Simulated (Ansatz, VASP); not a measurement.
**W: VASP beside Ansatz**

```
CELL_PARAMETERS angstrom
-1.66119 1.66119 1.53341
1.66119 -1.66119 1.53341
1.66119 1.66119 -1.53341
ATOMIC_POSITIONS crystal
W 0.00000 0.00000 0.00000
```

Change from the starting cell: strain +0.040 along x and y, -0.040 along z, atoms carried along.

Alike in both runs: task single point; functional PBE; k mesh 20 × 20 × 20; occupations gaussian, width 0.15 eV; no spin polarisation.

```csv
,VASP,Ansatz
version,VASP 6.6.1,Ansatz 0.2.0
potentials or method,"VASP PAW PBE potentials, release 64 (W_sv), cutoff 520 eV","scalar-relativistic, plane waves, PAW"
valence electrons in the cell,14,14
```

Ansatz gave:

| Quantity | Value |
| --- | --- |
| gap on the k mesh at the Fermi level (eV) | none |
| pressure (GPa) | -12.1 |
| traceless stress, the component that is largest in VASP (GPa) | 15.28 |

Question: Which values does VASP return?

Answer: gap on the k mesh at the Fermi level (eV): none; pressure (GPa): -11.8; traceless stress, the component that is largest in VASP (GPa): 15.28.

A gap of «none» marks a metal or a gap that the smearing closes.

Spin-orbit coupling is off throughout.
